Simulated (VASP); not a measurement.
Input of a VASP 6.6.1 run:

POSCAR

```
CaO
1.0
    3.9810268700      0.0000000000      0.0000000000
   -1.9905134350      3.4476704026      0.0000000000
    0.0000000000      0.0000000000      4.7701151863
Ca O
2 2
Direct
    0.3333333333      0.6666666667      0.2500000000
    0.6666666667      0.3333333333      0.7500000000
    0.6666666667      0.3333333333      0.2500000000
    0.3333333333      0.6666666667      0.7500000000
```

File INCAR.step1:

```
PREC     = Accurate       # precision mode
ENCUT    = 520            # plane-wave cutoff, eV
ISMEAR   = 0              # smearing method
SIGMA    = 0.01           # smearing width, eV
LREAL    = F              # projectors in reciprocal space
LASPH    = T              # aspherical terms in the spheres
NELM     = 60             # most SCF steps
NBANDS   = 24             # bands
GGA      = PE             # functional
ALGO     = Normal         # electronic algorithm
EDIFF    = 1E-4           # SCF threshold, eV
LWAVE    = T              # write WAVECAR
LCHARG   = F              # write CHGCAR
```

Contents of INCAR.step2:

```
PREC     = Accurate       # precision mode
ENCUT    = 520            # plane-wave cutoff, eV
EDIFF    = 1E-6           # SCF threshold, eV
ISMEAR   = 0              # smearing method
SIGMA    = 0.01           # smearing width, eV
LREAL    = F              # projectors in reciprocal space
LASPH    = T              # aspherical terms in the spheres
NELM     = 60             # most SCF steps
ALGO     = Normal         # electronic algorithm
ISIF     = 2              # what is computed and relaxed
LWAVE    = F              # write WAVECAR
LCHARG   = T              # write CHGCAR
METAGGA  = R2SCAN         # meta-GGA
LMIXTAU  = T            
LELF     = T              # ELF
LVHAR    = T            
NBANDS   = 24             # bands
ISTART   = 1
```

The input KPOINTS:

```
Automatic mesh
0
Gamma
  12 12 6
```

Potentials or basis: VASP PAW PBE potentials, release 64 (Ca_sv, O).

Run with:

```sh
$ cat potpaw_PBE.64/Ca_sv/POTCAR potpaw_PBE.64/O/POTCAR > POTCAR
$ cp INCAR.step1 INCAR
$ mpirun -np 1 vasp_std > vasp.out
$ cp INCAR.step2 INCAR
$ mpirun -np 1 vasp_std > vasp.out
```

Problem. Predict the pressure.

Solution. 1.0 GPa.

Problem. Estimate the band gap on the k mesh.

Solution. 3.61 eV.

Caveat: the PAW data sets were made with another functional, which shifts forces and pressure a little. A k mesh can miss the band edges.
